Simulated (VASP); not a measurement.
Set up this calculation in VASP 6.6.1, as the native input.

```
Task                   : single point
Functional             : PBE
Potentials or basis    : VASP PAW PBE potentials, release 64 (Na_pv)
Cutoff                 : 520 eV
k mesh                 : 14 × 14 × 14
Occupations            : fermi-dirac, width 0.1 eV
Spin                   : no spin polarisation
Dipole correction      : no
Further INCAR settings : ALGO = Normal; EDIFF = 1e-06; NBANDS = 10
```

The structure of Na lies in POSCAR:

```
Na
1.0
    0.0000000000      2.0261401900      2.0261401900
    2.0261401900      0.0000000000      2.0261401900
    2.0261401900      2.0261401900      0.0000000000
Na
1
Direct
    0.0000000000      0.0000000000      0.0000000000
```

This isn't the form of Na at room conditions, which is bcc.

One way to write it, as run:

INCAR

```
SYSTEM = Na
PREC = Accurate
ENCUT = 520
EDIFF = 1E-6
ISMEAR = -1
SIGMA = 0.1
LREAL = .False.
LASPH = .True.
NELM = 80
ALGO = Normal
ISIF = 2
LWAVE = .False.
LCHARG = .True.
GGA = PE
LELF = .True.
LVHAR = .True.
NBANDS = 10
```

KPOINTS

```
regular mesh
0
Gamma
  14 14 14
  0 0 0
```

Potentials or basis: VASP PAW PBE potentials, release 64 (Na_pv).

Launch:

```bash
$ cat potpaw_PBE.64/Na_pv/POTCAR > POTCAR
$ mpirun -np 1 vasp_std > vasp.out
```

Results of the run:

| Property | Result |
| --- | --- |
| Pressure | 27.6 GPa |
| Band gap on the k mesh | zero (an odd number of electrons rules out a gap without spin polarisation) |

Caveat: the cell stands under pressure.

Wall time 4.3 s on 1 thread of Intel(R) Xeon(R) 6975P-C (Granite Rapids), on a shared host, peak memory 0.14 GiB.
